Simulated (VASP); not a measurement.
Here is a VASP 6.6.1 calculation.

INCAR

```
SYSTEM = Cd4Se3S
ALGO     = Normal         ! electronic algorithm
EDIFF    = 1E-7           ! SCF threshold, eV
EDIFFG   = -0.025         ! ionic threshold
ENCUT    = 600            ! plane-wave cutoff, eV
GGA      = PE             ! functional
IBRION   = 2              ! ionic algorithm
ISIF     = 3              ! what is computed and relaxed
ISMEAR   = 0              ! smearing method
LASPH    = .TRUE.         ! aspherical terms in the spheres
LCHARG   = .FALSE.        ! write CHGCAR
LREAL    = .FALSE.        ! projectors in reciprocal space
LWAVE    = .FALSE.        ! write WAVECAR
NELM     = 80             ! most SCF steps
NSW      = 80             ! ionic steps
PREC     = Accurate       ! precision mode
SIGMA    = 0.1            ! smearing width, eV
```

KPOINTS

```
k-points
0
G
  2 2 2
  0 0 0
```

POSCAR

```
Cd4Se3S
1.0
    6.3652909685      0.0717097217      0.0048650279
    0.0717097217      6.2072620803     -0.0725789291
    0.0048650279     -0.0725789291      5.9524097543
Cd Se S
4 3 1
Direct
    0.7522568073      0.7695452286      0.2613657936
    0.7572526172      0.2452553347      0.7372146591
    0.2478801647      0.7449043928      0.7591687240
    0.2363521834      0.2204600905      0.2400286733
    0.0091538910      0.5038494022      0.5140426250
    0.4880943362      0.0159932055      0.4979151368
    0.4900118715      0.5167433404     -0.0087984507
    0.0189981286     -0.0167509947     -0.0009371613
```

Potentials or basis: VASP PAW PBE potentials, release 64 (Cd, Se, S).

Launch:

```console
$ cat potpaw_PBE.64/Cd/POTCAR potpaw_PBE.64/Se/POTCAR potpaw_PBE.64/S/POTCAR > POTCAR
$ mpirun -np 1 vasp_std > vasp.out
```

Task: Predict the relaxed cell.

Result: a = 6.142 Å, b = 6.140 Å, c = 6.148 Å, α = 89.97°, β = 90.03°, γ = 89.99°.

Task: Predict the band gap on the k mesh.

Result: 0.57 eV.

Final structure:
```
Cd Se S
1.0
     6.14201    0.00084    0.00117
     0.00041    6.14019    0.00327
    -0.00434   -0.00031    6.14769
Cd Se S
4 3 1
Direct
  0.75567 0.75644 0.24489
  0.75620 0.24437 0.75596
  0.24468 0.75516 0.75603
  0.24347 0.24350 0.24302
  0.00034 0.50000 0.49985
  0.49963 0.00073 0.50011
  0.50036 0.50011 0.00062
  0.99965 0.99969 0.99952
```

Caveat: the k points lie up to 0.51 Å⁻¹ apart in the final cell.
